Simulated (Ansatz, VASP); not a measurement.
# Two plane-wave programs on VN2

Contents of INCAR:

```
ALGO     = Normal         # electronic algorithm
EDIFF    = 1E-6           # SCF threshold, eV
ENCUT    = 1330           # plane-wave cutoff, eV
GGA      = PS             # functional
GGA_COMPAT= F            
ISIF     = 2              # what is computed and relaxed
ISMEAR   = 0              # smearing method
LASPH    = T              # aspherical terms in the spheres
LCHARG   = F              # write CHGCAR
LREAL    = F              # projectors in reciprocal space
LWAVE    = F              # write WAVECAR
NBANDS   = 32             # bands
NELM     = 120            # most SCF steps
PREC     = Accurate       # precision mode
SIGMA    = 0.1            # smearing width, eV
```

The input KPOINTS:

```
k-points
0
Gamma
  2 2 2
```

POSCAR

```
VN2
1.0
   -2.1507500000      2.1507500000      2.4913500000
    2.1507500000     -2.1507500000      2.4913500000
    2.1507500000      2.1507500000     -2.4913500000
V N
2 4
Direct
    0.2500000000      0.2500000000      0.0000000000
    0.7500000000      0.7500000000      0.0000000000
    0.1151000000      0.6151000000      0.7302000000
    0.6151000000      0.8849000000      0.5000000000
    0.8849000000      0.3849000000      0.2698000000
    0.3849000000      0.1151000000      0.5000000000
```

Input for Ansatz:

```yaml
crystal:
  lattice:
    - [-2.15075, 2.15075, 2.49135]
    - [2.15075, -2.15075, 2.49135]
    - [2.15075, 2.15075, -2.49135]
  atoms:
    - { symbol: V, position: [0.25, 0.25, 0.0] }
    - { symbol: V, position: [0.75, 0.75, 0.0] }
    - { symbol: "N", position: [0.1151, 0.6151, 0.7302] }
    - { symbol: "N", position: [0.6151, 0.8849, 0.5] }
    - { symbol: "N", position: [0.8849, 0.3849, 0.2698] }
    - { symbol: "N", position: [0.3849, 0.1151, 0.5] }
basis:
  ecutwfc: 420
kpoints:
  mp_grid: { grid: [2, 2, 2] }
hamiltonian:
  xc: pbesol
scf:
  occupations: { method: gaussian, width: 0.1 }
output:
  forces: true
  stress: true
  eigenvalues: true
```

Alike in both runs: task single point; functional PBEsol; k mesh 2 × 2 × 2; occupations gaussian, width 0.1 eV; no spin polarisation.

|  | VASP | Ansatz |
| --- | --- | --- |
| version | VASP 6.6.1 | Ansatz 0.2.0 |
| potentials or method | VASP PAW PBE potentials, release 64 (V_sv, N_h), cutoff 1330 eV | scalar-relativistic, plane waves, PAW |
| valence electrons in the cell | 46 | 46 |

VASP gave:

* gap on the k mesh at the Fermi level (eV): none
* pressure (GPa): -7.8
* traceless stress, the component that is largest in VASP (GPa): 9.29
* rms of the force components (eV/Å): 0.068

Problem. What did Ansatz give for the same quantities?

Solution. gap on the k mesh at the Fermi level (eV): none; pressure (GPa): -8.3; traceless stress, the component that is largest in VASP (GPa): 9.20; rms of the force components (eV/Å): 0.066.

VASP's potentials were made for PBE, not for PBEsol. Atom by atom the forces differ by 0.002 eV/Å (rms over components). A gap of «none» marks a metal or a gap that the smearing closes.

The k mesh is coarse, so the values compare programs but aren't converged.
